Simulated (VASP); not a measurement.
# SrMg (R-3m) in VASP: further runs

SrMg is run at these levels: LDA; tasks: single point.

Program: VASP 6.6.1. These are calculated values, not measurements. Logs are shortened: lines on timing, memory, paths and dates and some standing lists are left out, and cuts for length are marked.

**1. The cell of the first run**

The structure is trigonal, space group R-3m (No. 166). Conventional cell: a = 5.571 Å, b = 5.571 Å, c = 6.620 Å, α = 90.00°, β = 90.00°, γ = 120.00°. Within 4.4 Å of Sr (site symmetry -3m) lie 8 Mg at 3.31 to 3.40 Å and 6 Sr at 3.90 Å. Mg (site symmetry -3m) has 8 Sr at 3.31 to 3.40 Å and 6 Mg at 3.90 Å within 4.4 Å.

**2. Single point, LDA (equal xy, yz and zx shear strains of -2 %)**

The input, INCAR:

```
SYSTEM = SrMg
PREC     = Accurate       ! precision mode
ENCUT    = 520            ! plane-wave cutoff, eV
EDIFF    = 1E-7           ! SCF threshold, eV
ISMEAR   = -1             ! smearing method
SIGMA    = 0.05           ! smearing width, eV
LREAL    = .FALSE.        ! projectors in reciprocal space
LASPH    = .TRUE.         ! aspherical terms in the spheres
NELM     = 60             ! most SCF steps
ALGO     = Normal         ! electronic algorithm
ISIF     = 2              ! what is computed and relaxed
LWAVE    = .FALSE.        ! write WAVECAR
LCHARG   = .TRUE.         ! write CHGCAR
LELF     = .TRUE.         ! ELF
LVHAR    = .TRUE.       
NBANDS   = 13             ! bands
```

The input, KPOINTS:

```
regular mesh
0
G
  9 9 9
  0 0 0
```

The input, POSCAR:

```
SrMg
1.0
    3.9000000000     -0.0390000000     -0.0390000000
   -0.0390000000      3.9000000000     -0.0390000000
   -0.0390000000     -0.0390000000      3.9000000000
Sr Mg
1 1
Direct
    0.5000000000      0.5000000000      0.5000000000
    0.0000000000      0.0000000000      0.0000000000
```

Potentials or basis: VASP PAW LDA potentials, release 64 (Sr_sv, Mg).

Run with:

```bash
$ cat potpaw_LDA.64/Sr_sv/POTCAR potpaw_LDA.64/Mg/POTCAR > POTCAR
$ mpirun -np 1 vasp_std > vasp.out
```

OUTCAR:

```text
SYSTEM = SrMg
   PREC = Accurate
   ENCUT = 520
   EDIFF = 1E-7
   ISMEAR = -1
   LREAL = .FALSE.
   LASPH = .TRUE.
   NELM = 60
   ISIF = 2

 ion  position               nearest neighbor table
   1  0.500  0.500  0.500-   2 3.31   2 3.31   2 3.40   2 3.40   2 3.40   2 3.40   2 3.40   2 3.40

   2  0.000  0.000  0.000-   1 3.31   1 3.31   1 3.40   1 3.40   1 3.40   1 3.40   1 3.40   1 3.40

  LATTYP: Found a trigonal (rhomboedric) cell.
 ALAT       =     3.9003899805
 COS(alpha) =    -0.0198960208

  Lattice vectors:

 A1 = (   3.9000000000,  -0.0390000000,  -0.0390000000)
 A2 = (  -0.0390000000,   3.9000000000,  -0.0390000000)
 A3 = (  -0.0390000000,  -0.0390000000,   3.9000000000)

Analysis of symmetry for initial positions (statically):
=====================================================================
 Subroutine PRICEL returns:
 Original cell was already a primitive cell.

 Routine SETGRP: Setting up the symmetry group for a
 trigonal (rhombohedral) supercell.

 Subroutine GETGRP returns: Found 12 space group operations
 (whereof 12 operations were pure point group operations)
 out of a pool of 12 trial point group operations.

The static configuration has the point symmetry D_3d.

Analysis of symmetry for dynamics (positions and initial velocities):
=====================================================================
 Subroutine PRICEL returns:
 Original cell was already a primitive cell.

 Routine SETGRP: Setting up the symmetry group for a
 trigonal (rhombohedral) supercell.

 Subroutine GETGRP returns: Found 12 space group operations
 (whereof 12 operations were pure point group operations)
 out of a pool of 12 trial point group operations.

The dynamic configuration has the point symmetry D_3d.

 Subroutine INISYM returns: Found 12 space group operations
 (whereof 12 operations are pure point group operations),
 and found     1 'primitive' translations

----------------------------------------------------------------------------------------

                                     Primitive cell

  volume of cell :      59.3011

  direct lattice vectors                    reciprocal lattice vectors
     3.900000000 -0.039000000 -0.039000000     0.256462067  0.002590526  0.002590526
    -0.039000000  3.900000000 -0.039000000     0.002590526  0.256462067  0.002590526
    -0.039000000 -0.039000000  3.900000000     0.002590526  0.002590526  0.256462067

  length of vectors
     3.900389981  3.900389981  3.900389981     0.256488233  0.256488233  0.256488233

  position of ions in fractional coordinates (direct lattice)
     0.500000000  0.500000000  0.500000000
     0.000000000  0.000000000  0.000000000

  ion indices of the primitive-cell ions
[... 83 lines left out ...]
   POTIM  = 0.5000    time-step for ionic-motion
   TEBEG  =    0.0;   TEEND  =   0.0 temperature during run
   PSTRESS=    0.0 pullay stress
   NELECT =      12.0000    total number of electrons
   NUPDOWN=      -1.0000    fix difference up-down
   EMIN   =  10.00;   EMAX   =-10.00  energy-range for DOS
   EFERMI =   0.00;   METHOD = LEGACY
   ISMEAR =    -1;   SIGMA  =   0.05  broadening in eV -4-tet -1-fermi 0-gaus
   EFERMI_NEDOS =   21; number of points for ismear=-14 and -15
   IALGO  =     38    algorithm
   IMIX   =      4    mixing-type and parameters
     AMIX     =   0.40;   BMIX     =  1.00
     AMIX_MAG =   1.60;   BMIX_MAG =  1.00
  volume/ion in A,a.u.               =      29.65       200.09
  Fermi-wavevector in a.u.,A,eV,Ry     =   0.961128  1.816268 12.568602  0.923766
  Thomas-Fermi vector in A             =   2.090472
   LORBIT       =      0    0 simple, 1 ext, 2 COOP (PROOUT), +10 PAW based schemes
   GGA     = CA    functional components
   LHFCALC =     F    Hartree Fock is set to
   AEXX    =    0.0000 exact exchange contribution
   IVDW    =     0    specifies the selected vdW correction
   LEPSILON=     F    determine dielectric tensor
   LRPA    =     F    only Hartree local field effects (RPA)
 non-spin polarized calculation
  energy-cutoff  :      520.00
  volume of cell :       59.30
 maximum number of plane-waves:      1609
 NGX is ok and might be reduce to    30
   NGX = 15   NGY = 15   NGZ = 15

 number of electron      12.0000000 magnetization

 Free energy of the ion-electron system (eV)
  ---------------------------------------------------
  ext. energy  EPLUGINS =         0.00000000
  ---------------------------------------------------
  free energy    TOTEN  =        -3.84129301 eV

  energy without entropy =       -3.82976319  energy(sigma->0) =       -3.83552810

 E-fermi :   2.6149     XC(G=0):  -8.8566

 val. band max:        2.5910013125   @ k =  -0.3333  -0.3333   0.2222
 cond. band min:       2.6160311982   @ k =   0.4444   0.3333   0.2222
 fundamental gap:      0.0250298857
 Fermi energy:         2.6149125543

 k-point     1 :       0.0000    0.0000    0.0000
  band No.  band energies     occupation
      1     -32.7896      2.00000
      2     -14.8548      2.00000
      3     -14.8327      2.00000
      4     -14.8327      2.00000
      5      -2.6451      2.00000
      6       3.2206      0.00001
      7       3.2206      0.00001
      8       7.0690      0.00000
      9       7.0690      0.00000
     10       7.0747      0.00000
     11       7.5573      0.00000
     12       7.7177      0.00000
     13       7.7177      0.00000
[... 354 lines left out ...]
  band No.  band energies     occupation
      1     -32.7555      2.00000
      2     -15.0921      2.00000
      3     -15.0882      2.00000
      4     -14.7863      2.00000
      5       0.1729      2.00000
      6       2.3292      1.99343
      7       2.7721      0.08260
      8       3.6153      0.00000
      9       5.8152      0.00000
     10       5.8914      0.00000
     11       9.1673      0.00000
     12       9.2869      0.00000
     13       9.5028      0.00000

 [... further k-points ...]
[... 5 lines left out ...]
  --------------------------------------------------------------------------------------
  -------------------------------------------------------------------------------------
  Total        1.2330717      1.2330717      1.2330717      0.2410686      0.2410686      0.2410686
  in kB       33.3147271     33.3147271     33.3147271      6.5131119      6.5131119      6.5131119
  external PRESSURE =      33.3147271 kB  Pullay stress =       0.0000000 kB

 VOLUME and BASIS-vectors are now :
 -----------------------------------------------------------------------------
  energy-cutoff  :      520.00
  volume of cell :       59.30
      direct lattice vectors                 reciprocal lattice vectors
     3.900000000 -0.039000000 -0.039000000     0.256462067  0.002590526  0.002590526
    -0.039000000  3.900000000 -0.039000000     0.002590526  0.256462067  0.002590526
    -0.039000000 -0.039000000  3.900000000     0.002590526  0.002590526  0.256462067

 POSITION                                       TOTAL-FORCE (eV/Angst)
 -----------------------------------------------------------------------------------
      1.91100      1.91100      1.91100         0.000000     -0.000000     -0.000000
      0.00000      0.00000      0.00000        -0.000000      0.000000      0.000000
 -----------------------------------------------------------------------------------
    total drift:                                0.000000      0.000000      0.000000

  FREE ENERGIE OF THE ION-ELECTRON SYSTEM (eV)
  ---------------------------------------------------
  free  energy   TOTEN  =        -3.8412930133 eV

  energy  without entropy=       -3.8297631895  energy(sigma->0) =       -3.83552810
```

OSZICAR:

```text
N       E                     dE             d eps       ncg     rms          rms(c)
DAV:   1     0.451769859333E+02    0.45177E+02   -0.56045E+03  2258   0.769E+02
DAV:   2    -0.106896789332E+01   -0.46246E+02   -0.44858E+02  2817   0.167E+02
DAV:   3    -0.377701972561E+01   -0.27081E+01   -0.26921E+01  3648   0.306E+01
DAV:   4    -0.387374249952E+01   -0.96723E-01   -0.96685E-01  2738   0.433E+00
DAV:   5    -0.387630258011E+01   -0.25601E-02   -0.25600E-02  3260   0.565E-01    0.181E+01
DAV:   6    -0.385314090801E+01    0.23162E-01   -0.16237E-02  2555   0.107E+00    0.102E+01
DAV:   7    -0.384160894429E+01    0.11532E-01   -0.23471E-02  2678   0.128E+00    0.393E-01
DAV:   8    -0.384127228161E+01    0.33666E-03   -0.21469E-03  3558   0.262E-01    0.769E-02
DAV:   9    -0.384128808373E+01   -0.15802E-04   -0.24611E-05  2773   0.354E-02    0.401E-02
DAV:  10    -0.384129298715E+01   -0.49034E-05   -0.95631E-06  3536   0.243E-02    0.349E-02
DAV:  11    -0.384129301329E+01   -0.26144E-07   -0.65470E-07  2620   0.567E-03
   1 F= -.38412930E+01 E0= -.38355281E+01  d E =-.115298E-01
```

Run time: 64 s. Hardware: 1 thread of Intel Xeon Platinum 8375C at 2.90GHz (Ice Lake), shared host; peak memory 0.2 GiB.

Results:

* Free energy: -3.8413 eV
* Pressure: 3.3 GPa
* Band gap on the k mesh: zero (band 6 reaches 3.22 eV, above the bottom of band 7 at 1.83 eV)

Stress tensor (GPa, compression positive):
```
3.33 0.65 0.65
0.65 3.33 0.65
0.65 0.65 3.33
```

Caveat: the cell differs from its parent crystal (equal xy, yz and zx shear strains of -2 %).

**3. Single point, LDA (equal xy, yz and zx shear strains of -1 %)**

The input, INCAR:

```
SYSTEM = SrMg
  PREC = Accurate
  ENCUT = 520
  EDIFF = 1E-6
  ISMEAR = -1
  SIGMA = 0.05
  LREAL = .FALSE.
  LASPH = .TRUE.
  NELM = 80
  ALGO = Normal
  ISIF = 2
  LWAVE = .FALSE.
  LCHARG = .FALSE.
  NBANDS = 13
```

KPOINTS is that of step 2.

The input, POSCAR:

```
SrMg
1.0
    3.9000000000     -0.0195000000     -0.0195000000
   -0.0195000000      3.9000000000     -0.0195000000
   -0.0195000000     -0.0195000000      3.9000000000
Sr Mg
1 1
Direct
    0.5000000000      0.5000000000      0.5000000000
    0.0000000000      0.0000000000      0.0000000000
```

Potentials or basis: VASP PAW LDA potentials, release 64 (Sr_sv, Mg).

Run with:

```bash
$ cat potpaw_LDA.64/Sr_sv/POTCAR potpaw_LDA.64/Mg/POTCAR > POTCAR
$ mpirun -np 1 vasp_std > vasp.out
```

Wall time 53 s (1 thread of Intel Xeon Platinum 8375C at 2.90GHz (Ice Lake), shared host); peak memory 0.2 GiB.

Results (log left out):

* Free energy: -3.8470 eV
* Pressure: 3.3 GPa
* Band gap on the k mesh: zero (band 6 reaches 3.23 eV, above the bottom of band 7 at 1.84 eV)

Stress tensor (GPa, compression positive):
```
3.30 0.32 0.32
0.32 3.30 0.32
0.32 0.32 3.30
```

Levels at points of the mesh, in eV from the Fermi level:
```csv
k point,band 2,band 3,band 4,band 5,band 6,band 7,band 8,band 9,band 10,band 11
"(0.00, 0.00, 0.00)",-17.46,-17.45,-17.45,-5.26,0.60,0.60,4.45,4.45,4.45,5.00
```

Caveat: the cell differs from its parent crystal (equal xy, yz and zx shear strains of -1 %).
